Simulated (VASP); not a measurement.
# NaCu31O16 (a cell with a defect) in VASP: single point with PBE

Aim: the single point of NaCu31O16 (a cell with a defect) with PBE.

Program: VASP 6.6.1. These are calculated values, not measurements. Logs are shortened: lines on timing, memory, paths and dates and some standing lists are left out, and cuts for length are marked.

**1. The cell of the first run**

The cell holds a defect, 48 atoms: a = 8.520 Å, b = 8.520 Å, c = 8.520 Å, α = 90.00°, β = 90.00°, γ = 90.00°.

**2. Single point, PBE**

Input file INCAR:

```
SYSTEM = NaCu31O16
PREC = Accurate
ENCUT = 520
EDIFF = 1E-6
ISMEAR = -1
SIGMA = 0.01
LREAL = Auto
LASPH = .True.
NELM = 100
ALGO = Normal
ISIF = 2
LWAVE = .False.
LCHARG = .False.
GGA = PE
NBANDS = 252
LUSENCCL = .False.
```

Input file KPOINTS:

```
Automatic mesh
0
Gamma
  2 2 2
  0 0 0
```

Input file POSCAR:

```
NaCu31O16
1.0
    8.5200000000      0.0000000000      0.0000000000
    0.0000000000      8.5200000000      0.0000000000
    0.0000000000      0.0000000000      8.5200000000
Na Cu O
1 31 16
Direct
    0.1250000000      0.1250000000      0.1250000000
    0.1250000000      0.1250000000      0.6250000000
    0.1250000000      0.6250000000      0.1250000000
    0.1250000000      0.6250000000      0.6250000000
    0.6250000000      0.1250000000      0.1250000000
    0.6250000000      0.1250000000      0.6250000000
    0.6250000000      0.6250000000      0.1250000000
    0.6250000000      0.6250000000      0.6250000000
    0.1250000000      0.3750000000      0.3750000000
    0.1250000000      0.3750000000      0.8750000000
    0.1250000000      0.8750000000      0.3750000000
    0.1250000000      0.8750000000      0.8750000000
    0.6250000000      0.3750000000      0.3750000000
    0.6250000000      0.3750000000      0.8750000000
    0.6250000000      0.8750000000      0.3750000000
    0.6250000000      0.8750000000      0.8750000000
    0.3750000000      0.3750000000      0.1250000000
    0.3750000000      0.3750000000      0.6250000000
    0.3750000000      0.8750000000      0.1250000000
    0.3750000000      0.8750000000      0.6250000000
    0.8750000000      0.3750000000      0.1250000000
    0.8750000000      0.3750000000      0.6250000000
    0.8750000000      0.8750000000      0.1250000000
    0.8750000000      0.8750000000      0.6250000000
    0.3750000000      0.1250000000      0.3750000000
    0.3750000000      0.1250000000      0.8750000000
    0.3750000000      0.6250000000      0.3750000000
    0.3750000000      0.6250000000      0.8750000000
    0.8750000000      0.1250000000      0.3750000000
    0.8750000000      0.1250000000      0.8750000000
    0.8750000000      0.6250000000      0.3750000000
    0.8750000000      0.6250000000      0.8750000000
    0.0000000000      0.0000000000      0.0000000000
    0.0000000000      0.0000000000      0.5000000000
    0.0000000000      0.5000000000      0.0000000000
    0.0000000000      0.5000000000      0.5000000000
    0.5000000000      0.0000000000      0.0000000000
    0.5000000000      0.0000000000      0.5000000000
    0.5000000000      0.5000000000      0.0000000000
    0.5000000000      0.5000000000      0.5000000000
    0.2500000000      0.2500000000      0.2500000000
    0.2500000000      0.2500000000      0.7500000000
    0.2500000000      0.7500000000      0.2500000000
    0.2500000000      0.7500000000      0.7500000000
    0.7500000000      0.2500000000      0.2500000000
    0.7500000000      0.2500000000      0.7500000000
    0.7500000000      0.7500000000      0.2500000000
    0.7500000000      0.7500000000      0.7500000000
```

Potentials or basis: VASP PAW PBE potentials, release 64 (Na_pv, Cu, O).

Started as:

```bash
> cat potpaw_PBE.64/Na_pv/POTCAR potpaw_PBE.64/Cu/POTCAR potpaw_PBE.64/O/POTCAR > POTCAR
> mpirun -np 1 vasp_std > vasp.out
```

OUTCAR:

```text
SYSTEM = NaCu31O16
   PREC = Accurate
   ENCUT = 520
   EDIFF = 1E-6
   ISMEAR = -1
   LREAL = Auto
   LASPH = .True.
   NELM = 100
   ISIF = 2
   GGA = PE

 ion  position               nearest neighbor table
   1  0.125  0.125  0.125-  33 1.84  41 1.84
   2  0.125  0.125  0.625-  34 1.84  42 1.84
   3  0.125  0.625  0.125-  35 1.84  43 1.84
   4  0.125  0.625  0.625-  36 1.84  44 1.84
   5  0.625  0.125  0.125-  37 1.84  45 1.84
   6  0.625  0.125  0.625-  38 1.84  46 1.84
[... 24 lines left out ...]
  31  0.875  0.625  0.375-  36 1.84  47 1.84
  32  0.875  0.625  0.875-  35 1.84  48 1.84
  33  0.000  0.000  0.000-   1 1.84  12 1.84  23 1.84  30 1.84
  34  0.000  0.000  0.500-   2 1.84  11 1.84  24 1.84  29 1.84
  35  0.000  0.500  0.000-   3 1.84  10 1.84  21 1.84  32 1.84
  36  0.000  0.500  0.500-   4 1.84   9 1.84  22 1.84  31 1.84
  37  0.500  0.000  0.000-   5 1.84  16 1.84  19 1.84  26 1.84
  38  0.500  0.000  0.500-   6 1.84  15 1.84  20 1.84  25 1.84
[... 8 lines left out ...]
  47  0.750  0.750  0.250-   7 1.84  15 1.84  23 1.84  31 1.84
  48  0.750  0.750  0.750-   8 1.84  16 1.84  24 1.84  32 1.84

  LATTYP: Found a simple cubic cell.
 ALAT       =     8.5200000000

  Lattice vectors:

 A1 = (   8.5200000000,   0.0000000000,   0.0000000000)
 A2 = (   0.0000000000,   8.5200000000,   0.0000000000)
 A3 = (   0.0000000000,   0.0000000000,   8.5200000000)

Analysis of symmetry for initial positions (statically):
=====================================================================
 Subroutine PRICEL returns:
 Original cell was already a primitive cell.

 Routine SETGRP: Setting up the symmetry group for a
 simple cubic supercell.

 Subroutine GETGRP returns: Found 12 space group operations
 (whereof  6 operations were pure point group operations)
 out of a pool of 48 trial point group operations.

The static configuration has the point symmetry C_3v.
 The point group associated with its full space group is D_3d.

Analysis of symmetry for dynamics (positions and initial velocities):
=====================================================================
 Subroutine PRICEL returns:
 Original cell was already a primitive cell.

 Routine SETGRP: Setting up the symmetry group for a
 simple cubic supercell.

 Subroutine GETGRP returns: Found 12 space group operations
 (whereof  6 operations were pure point group operations)
 out of a pool of 48 trial point group operations.

The dynamic configuration has the point symmetry C_3v.
 The point group associated with its full space group is D_3d.

 Subroutine INISYM returns: Found 12 space group operations
 (whereof  6 operations are pure point group operations),
 and found     1 'primitive' translations

----------------------------------------------------------------------------------------

                                     Primitive cell

  volume of cell :     618.4702

  direct lattice vectors                    reciprocal lattice vectors
     8.520000000  0.000000000  0.000000000     0.117370892  0.000000000  0.000000000
     0.000000000  8.520000000  0.000000000     0.000000000  0.117370892  0.000000000
     0.000000000  0.000000000  8.520000000     0.000000000  0.000000000  0.117370892

  length of vectors
     8.520000000  8.520000000  8.520000000     0.117370892  0.117370892  0.117370892

  position of ions in fractional coordinates (direct lattice)
     0.125000000  0.125000000  0.125000000
     0.125000000  0.125000000  0.625000000
     0.125000000  0.625000000  0.125000000
     0.125000000  0.625000000  0.625000000
     0.625000000  0.125000000  0.125000000
     0.625000000  0.125000000  0.625000000
[... 40 lines left out ...]
     0.750000000  0.750000000  0.250000000
     0.750000000  0.750000000  0.750000000

  ion indices of the primitive-cell ions
   primitive index   ion index
                 1           1
                 2           2
                 3           3
                 4           4
                 5           5
                 6           6
[... 40 lines left out ...]
                47          47
                48          48

----------------------------------------------------------------------------------------

 KPOINTS: Automatic mesh

Automatic generation of k-mesh.
 Grid dimensions read from file:
 generate k-points for:    2    2    2

 Generating k-lattice:

  Cartesian coordinates                     Fractional coordinates (reciprocal lattice)
     0.058685446  0.000000000  0.000000000     0.500000000  0.000000000  0.000000000
     0.000000000  0.058685446  0.000000000     0.000000000  0.500000000  0.000000000
     0.000000000  0.000000000  0.058685446     0.000000000  0.000000000  0.500000000

  Length of vectors
     0.058685446  0.058685446  0.058685446

  Shift w.r.t. Gamma in fractional coordinates (k-lattice)
     0.000000000  0.000000000  0.000000000

 Subroutine IBZKPT returns following result:
 ===========================================

 Found      4 irreducible k-points:

 Following reciprocal coordinates:
            Coordinates               Weight
  0.000000  0.000000  0.000000      1.000000
  0.500000  0.000000  0.000000      3.000000
  0.500000  0.500000  0.000000      3.000000
  0.500000  0.500000  0.500000      1.000000
   k-points           NKPTS =      4   k-points in BZ     NKDIM =      4   number of bands    NBANDS=    252
   number of dos      NEDOS =    301   number of ions     NIONS =     48
   total plane-waves  NPLWV = 262144
   dimension x,y,z NGX =    64 NGY =   64 NGZ =   64
   dimension x,y,z NGXF=   128 NGYF=  128 NGZF=  128
   ions per type =               1  31  16
   NGX,Y,Z   is equivalent  to a cutoff of  12.49, 12.49, 12.49 a.u.
   NGXF,Y,Z  is equivalent  to a cutoff of  24.98, 24.98, 24.98 a.u.
 SYSTEM =  NaCu31O16
   PREC   = accura    normal or accurate (medium, high low for compatibility)
   ISTART =      0    job   : 0-new  1-cont  2-samecut
   ICHARG =      2    charge: 1-file 2-atom 10-const
   ISPIN  =      1    spin polarized calculation?
   LNONCOLLINEAR =      F non collinear calculations
   LSORBIT =      F    spin-orbit coupling
   LASPH  =      T    aspherical Exc in radial PAW
   ENCUT  =  520.0 eV  38.22 Ry    6.18 a.u.  15.84 15.84 15.84*2*pi/ulx,y,z
   NELM   =    100;   NELMIN=  2; NELMDL= -5     # of ELM steps
   EDIFF  = 0.1E-05   stopping-criterion for ELM
   LREAL  =      T    real-space projection
   EDIFFG = 0.1E-04   stopping-criterion for IOM
   NSW    =      0    number of steps for IOM
   IBRION =     -1    ionic relax: 0-MD 1-quasi-New 2-CG
   NFREE  =      0    steps in history (QN), initial steepest desc. (CG)
   ISIF   =      2    stress and relaxation
   ISYM   =      2    0-nonsym 1-usesym 2-fastsym
   POTIM  = 0.5000    time-step for ionic-motion
   TEBEG  =    0.0;   TEEND  =   0.0 temperature during run
   PSTRESS=    0.0 pullay stress
   NELECT =     444.0000    total number of electrons
   NUPDOWN=      -1.0000    fix difference up-down
   EMIN   =  10.00;   EMAX   =-10.00  energy-range for DOS
   EFERMI =   0.00;   METHOD = LEGACY
   ISMEAR =    -1;   SIGMA  =   0.01  broadening in eV -4-tet -1-fermi 0-gaus
   EFERMI_NEDOS =   21; number of points for ismear=-14 and -15
   IALGO  =     38    algorithm
   IMIX   =      4    mixing-type and parameters
     AMIX     =   0.40;   BMIX     =  1.00
     AMIX_MAG =   1.60;   BMIX_MAG =  1.00
  volume/ion in A,a.u.               =      12.88        86.95
  Fermi-wavevector in a.u.,A,eV,Ry     =   1.465873  2.770098 29.235960  2.148782
  Thomas-Fermi vector in A             =   2.581678
   LORBIT       =      0    0 simple, 1 ext, 2 COOP (PROOUT), +10 PAW based schemes
   GGA     = PE    functional components
   LHFCALC =     F    Hartree Fock is set to
   AEXX    =    0.0000 exact exchange contribution
   IVDW    =     0    specifies the selected vdW correction
   LEPSILON=     F    determine dielectric tensor
   LRPA    =     F    only Hartree local field effects (RPA)
 non-spin polarized calculation
  energy-cutoff  :      520.00
  volume of cell :      618.47
 maximum number of plane-waves:     16663
 NGX is ok and might be reduce to    64
   NGX = 31   NGY = 31   NGZ = 31

 number of electron     444.0000739 magnetization

 Free energy of the ion-electron system (eV)
  ---------------------------------------------------
  ext. energy  EPLUGINS =         0.00000000
  ---------------------------------------------------
  free energy    TOTEN  =      -215.88426416 eV

  energy without entropy =     -215.88426416  energy(sigma->0) =     -215.88426416

 E-fermi :   4.9589     XC(G=0): -10.9877

 val. band max:        4.6802193797   @ k =   0.0000   0.0000   0.0000
 cond. band min:       5.2780499613   @ k =   0.0000   0.0000   0.0000
 fundamental gap:      0.5978305816
 Fermi energy:         4.9588596519

 k-point     1 :       0.0000    0.0000    0.0000
  band No.  band energies     occupation
      1     -18.1590      2.00000
      2     -17.8035      2.00000
      3     -17.8035      2.00000
      4     -15.4534      2.00000
      5     -15.2568      2.00000
      6     -15.1351      2.00000
[... 226 lines left out ...]
    233       6.9771      0.00000
    234       6.9771      0.00000

 k-point     2 :       0.5000    0.0000    0.0000
  band No.  band energies     occupation
      1     -18.1590      2.00000
      2     -17.8035      2.00000
      3     -17.8035      2.00000
      4     -15.3558      2.00000
      5     -15.3519      2.00000
      6     -15.2173      2.00000
[... 226 lines left out ...]
    233       6.9692      0.00000
    234       7.0476      0.00000

 k-point     3 :       0.5000    0.5000    0.0000
  band No.  band energies     occupation
      1     -18.1591      2.00000
      2     -17.8035      2.00000
      3     -17.8035      2.00000
      4     -15.3014      2.00000
      5     -15.2892      2.00000
      6     -15.2755      2.00000
[... 226 lines left out ...]
    233       7.2784      0.00000
    234       7.4332      0.00000

 k-point     4 :       0.5000    0.5000    0.5000
  band No.  band energies     occupation
      1     -18.1591      2.00000
      2     -17.8035      2.00000
      3     -17.8035      2.00000
      4     -15.2847      2.00000
      5     -15.2847      2.00000
      6     -15.2678      2.00000
[... 226 lines left out ...]
    233       7.8267      0.00000
    234       7.8308      0.00000
 [bands above 234 left out]

------------------------ aborting loop because EDIFF is reached ----------------------------------------

  FORCE on cell =-STRESS in cart. coord.  units (eV):
  Direction    XX          YY          ZZ          XY          YZ          ZX
  --------------------------------------------------------------------------------------
  -------------------------------------------------------------------------------------
  Total       20.4580791     20.4580791     20.4580791      4.5564727      4.5564727      4.5564727
  in kB       52.9976549     52.9976549     52.9976549     11.8037654     11.8037654     11.8037654
  external PRESSURE =      52.9976549 kB  Pullay stress =       0.0000000 kB

 VOLUME and BASIS-vectors are now :
 -----------------------------------------------------------------------------
  energy-cutoff  :      520.00
  volume of cell :      618.47
      direct lattice vectors                 reciprocal lattice vectors
     8.520000000  0.000000000  0.000000000     0.117370892  0.000000000  0.000000000
     0.000000000  8.520000000  0.000000000     0.000000000  0.117370892  0.000000000
     0.000000000  0.000000000  8.520000000     0.000000000  0.000000000  0.117370892

 POSITION                                       TOTAL-FORCE (eV/Angst)
 -----------------------------------------------------------------------------------
      1.06500      1.06500      1.06500         0.000000      0.000000      0.000000
      1.06500      1.06500      5.32500         0.000000      0.000000      0.000000
      1.06500      5.32500      1.06500         0.000000      0.000000      0.000000
      1.06500      5.32500      5.32500         0.000000      0.000000      0.000000
      5.32500      1.06500      1.06500         0.000000      0.000000      0.000000
      5.32500      1.06500      5.32500         0.000000      0.000000      0.000000
[... 40 lines left out ...]
      6.39000      6.39000      2.13000        -0.016752     -0.016752      0.030590
      6.39000      6.39000      6.39000        -0.003563     -0.003563     -0.003563
 -----------------------------------------------------------------------------------
    total drift:                                0.000000     -0.000000      0.000000

  FREE ENERGIE OF THE ION-ELECTRON SYSTEM (eV)
  ---------------------------------------------------
  free  energy   TOTEN  =      -215.8842641618 eV

  energy  without entropy=     -215.8842641618  energy(sigma->0) =     -215.88426416
```

It took 3.6 min on 1 × NVIDIA H100 80GB with 1 thread of Intel Xeon Platinum 8481C at 2.70GHz (Sapphire Rapids), shared host; peak memory 1.8 GiB.

Results:

```yaml
Free_energy: -215.8843 eV
Pressure: 5.3 GPa
Largest_force: 3.271 eV/Å
Band_gap_on_the_k_mesh: 0.60 eV
```

Forces on the atoms (eV/Å):
```
Na   0.000  0.000  0.000
Cu   0.000  0.000  0.000
Cu   0.000  0.000  0.000
Cu   0.000  0.000  0.000
Cu   0.000  0.000  0.000
Cu   0.000  0.000  0.000
Cu   0.000  0.000  0.000
Cu   0.000  0.000  0.000
Cu   0.296 -0.083 -0.083
Cu   0.000  0.180 -0.180
Cu   0.000 -0.180  0.180
Cu  -0.296  0.083  0.083
Cu   0.000  0.029  0.029
Cu   0.000  0.009 -0.009
Cu   0.000 -0.009  0.009
Cu   0.000 -0.029 -0.029
Cu  -0.083 -0.083  0.296
Cu   0.029  0.029  0.000
Cu   0.180 -0.180  0.000
Cu   0.009 -0.009  0.000
Cu  -0.180  0.180  0.000
Cu  -0.009  0.009  0.000
Cu   0.083  0.083 -0.296
Cu  -0.029 -0.029  0.000
Cu  -0.083  0.296 -0.083
Cu   0.180  0.000 -0.180
Cu   0.029  0.000  0.029
Cu   0.009  0.000 -0.009
Cu  -0.180  0.000  0.180
Cu   0.083 -0.296  0.083
Cu  -0.009  0.000  0.009
Cu  -0.029  0.000 -0.029
O   -1.889 -1.889 -1.889
O    0.026  0.026 -0.173
O    0.026 -0.173  0.026
O   -0.031  0.017  0.017
O   -0.173  0.026  0.026
O    0.017 -0.031  0.017
O    0.017  0.017 -0.031
O    0.004  0.004  0.004
O    1.889  1.889  1.889
O   -0.026 -0.026  0.173
O   -0.026  0.173 -0.026
O    0.031 -0.017 -0.017
O    0.173 -0.026 -0.026
O   -0.017  0.031 -0.017
O   -0.017 -0.017  0.031
O   -0.004 -0.004 -0.004
```

Stress tensor (GPa, compression positive):
```
5.30 1.18 1.18
1.18 5.30 1.18
1.18 1.18 5.30
```

Caveat: semilocal functionals underestimate gaps, and a narrow one can read as zero.
